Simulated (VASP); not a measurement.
A run of VASP 6.6.1 is set up as follows.

The input INCAR:

```
ALGO = Normal
EDIFF = 1E-6
ENCUT = 520
GGA = PE
ISIF = 2
ISMEAR = -1
LASPH = True
LCHARG = True
LELF = True
LREAL = False
LVHAR = True
LWAVE = False
NBANDS = 25
NELM = 60
PREC = Accurate
SIGMA = 0.05
```

The input KPOINTS:

```
k-points
0
Gamma
  9 9 5
```

File POSCAR:

```
CuO
1.0
    0.0000000000     -2.1165600000     -2.2012224000
   -2.1165600000      0.0000000000     -2.2012224000
    2.1165600000      2.1165600000     -4.4024448000
Cu O
2 2
Direct
    0.5000524649      0.5000882814      0.4996909988
    0.0000524649      1.0000882814      0.9996909988
    0.7499475351      0.7499117186      0.7503090012
    0.2499475351      0.2499117186      0.2503090012
```

Potentials or basis: VASP PAW PBE potentials, release 64 (Cu, O).

Launch:

```console
$ cat potpaw_PBE.64/Cu/POTCAR potpaw_PBE.64/O/POTCAR > POTCAR
$ mpirun -np 1 vasp_std > vasp.out
```

Question: Predict the band gap on the k mesh.

Answer: Zero (band 17 reaches 6.26 eV, above the bottom of band 18 at 5.35 eV).

Question: Estimate the largest force.

Answer: 0.015 eV/Å.

Question: Predict the pressure.

Answer: -4.7 GPa.

Stress tensor (GPa, compression positive):
```
-4.51 -0.04  0.07
-0.04 -4.51  0.07
 0.07  0.07 -5.00
```

Caveat: semilocal functionals often make such compounds metallic where correlation or magnetic order opens a gap, which also shifts bond lengths. With open d or f shells a metallic result of PBE can be an artefact of self-interaction; +U or a hybrid may open a gap.
